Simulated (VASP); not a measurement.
Here is a VASP 6.6.1 calculation.

File INCAR:

```
SYSTEM = Cu
PREC = Accurate
ENCUT = 520
EDIFF = 1E-7
ISMEAR = -1
SIGMA = 0.06122561905347299
LREAL = .False.
LASPH = .True.
NELM = 80
ALGO = Normal
ISIF = 2
LWAVE = .False.
LCHARG = .False.
GGA = PE
NBANDS = 12
```

File KPOINTS:

```
Automatic mesh
0
Gamma
  18 18 18
  0 0 0
```

File POSCAR:

```
Cu
1.0
    0.0000000000      1.8029504109      1.8029504109
    1.8029504109      0.0000000000      1.8029504109
    1.8029504109      1.8029504109      0.0000000000
Cu
1
Direct
    0.0000000000      0.0000000000      0.0000000000
```

Potentials or basis: VASP PAW PBE potentials, release 64 (Cu).

Launch:

```console
$ cat potpaw_PBE.64/Cu/POTCAR > POTCAR
$ mpirun -np 1 vasp_std > vasp.out
```

Question: What does it give for the pressure?

Answer: 3.5 GPa.

Question: What does it give for the band gap on the k mesh?

Answer: Zero (an odd number of electrons rules out a gap without spin polarisation).

Caveat: the cell stands under pressure.
